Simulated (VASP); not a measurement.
The system is Nb.

```xyz
1
Lattice="-1.6588 1.6588 1.6588 1.6588 -1.6588 1.6588 1.6588 1.6588 -1.6588" Properties=species:S:1:pos:R:3 pbc="T T T"
Nb    0.0000    0.0000    0.0000
```

Program: VASP 6.6.1. Alike in all runs: task single point; potentials or basis VASP PAW PBE potentials, release 64 (Nb_sv); cell as given; cutoff (eV) 520.

Order these runs on this cell by their pressure, lowest first.
A. level revPBE+D3(BJ)+U; spin off; U Nb d U = 5.5 eV; k mesh 6 × 6 × 6; smearing gaussian 0.1 eV
B. level PBE+U; spin off; U Nb d U = 8.3 eV; k mesh 10 × 10 × 10; smearing tetrahedron
C. level PBE; spin collinear; k mesh 2 × 2 × 2; smearing gaussian 0.1 eV
D. level PBE; spin off; k mesh 10 × 10 × 10; smearing gaussian 0.1 eV
E. level RPBE; spin off; k mesh 10 × 10 × 10; smearing gaussian 0.1 eV

C (-22.3 GPa), D (-1.1 GPa), E (1.7 GPa), A (4.1 GPa), B (24.0 GPa).

Caveats: some runs use coarse meshes; U without spin polarisation on a metal has little footing (at least some runs); the U is typed as a test and isn't derived for this compound (at least some runs); the PAW data sets were made with another functional, which shifts forces and pressure a little (at least some runs); the cell stands under pressure (at least some runs); tetrahedron occupations give inexact forces and stress in metals (at least some runs); three body term missing (at least some runs).
